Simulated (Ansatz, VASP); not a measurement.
**One calculation of SrO, two programs**

POSCAR

```
SrO
1.0
   -0.0925803946      2.7695076575      2.7695076575
    2.7695076575     -0.0925803946      2.7695076575
    2.7695076575      2.7695076575     -0.0925803946
Sr O
1 1
Direct
   -0.0029480459     -0.0029480459     -0.0029480459
    0.2529480459      0.2529480459      0.2529480459
```

Contents of INCAR.step1:

```
SYSTEM = SrO
PREC = Accurate
ENCUT = 520
ISMEAR = 0
SIGMA = 0.01
LREAL = .FALSE.
LASPH = .TRUE.
NELM = 80
NBANDS = 15
GGA = PE
ALGO = Normal
EDIFF = 1E-4
LWAVE = .TRUE.
LCHARG = .FALSE.
```

Contents of INCAR.step2:

```
SYSTEM = SrO
PREC = Accurate
ENCUT = 520
EDIFF = 1E-6
ISMEAR = 0
SIGMA = 0.01
LREAL = .FALSE.
LASPH = .TRUE.
NELM = 80
ALGO = Normal
ISIF = 2
LWAVE = .FALSE.
LCHARG = .FALSE.
METAGGA = R2SCAN
LMIXTAU = .TRUE.
NBANDS = 15
ISTART = 1
```

The input KPOINTS:

```
regular mesh
0
G
  8 8 8
  0 0 0
```

Input for Ansatz:

```yaml
crystal:
  lattice:
    - [-0.0925803946, 2.7695076575, 2.7695076575]
    - [2.7695076575, -0.0925803946, 2.7695076575]
    - [2.7695076575, 2.7695076575, -0.0925803946]
  atoms:
    - { symbol: Sr, position: [-0.0029480459, -0.0029480459, -0.0029480459] }
    - { symbol: O, position: [0.2529480459, 0.2529480459, 0.2529480459] }
kpoints:
  mp_grid: { grid: [8, 8, 8] }
  band_path:
    path:
      - [0.0, 0.0, 0.0]
      - [-0.5, -0.5, 0.0]
      - [-0.375, -0.375, 0.25]
      - [-0.375, 0.0, 0.375]
      - [0.0, 0.0, 0.5]
      - [-0.5, -0.25, 0.25]
    npoints: 1
hamiltonian:
  xc: r2scan
scf:
  occupations: { method: fixed }
  n_extra_bands: 4
output:
  forces: true
  stress: true
  eigenvalues: true
```

Change from the starting cell: epitaxial_111 strain +2.5%.

Alike in both runs: task single point; functional r2SCAN; k mesh 8 × 8 × 8; no spin polarisation.

|  | VASP | Ansatz |
| --- | --- | --- |
| version | VASP 6.6.1 | Ansatz 0.2.0 |
| potentials or method | VASP PAW PBE potentials, release 64 (Sr_sv, O) | plane waves, PAW |
| plane-wave cutoff (eV) | 520 | 500 |
| occupations | gaussian, width 0.01 eV | fixed |
| valence electrons in the cell | 16 | 16 |

Ansatz gave:

- gap on the k mesh at the Fermi level (eV): 2.82
- pressure (GPa): -1.6
- traceless stress, the component that is largest in VASP (GPa): 0.82
- rms of the force components (eV/Å): 0.000

Q: Which values does VASP return?

A: gap on the k mesh at the Fermi level (eV): 2.83; pressure (GPa): -1.2; traceless stress, the component that is largest in VASP (GPa): 0.83; rms of the force components (eV/Å): 0.006.

VASP's potentials were made for PBE, not for r2SCAN. Atom by atom the forces differ by 0.005 eV/Å (rms over components).
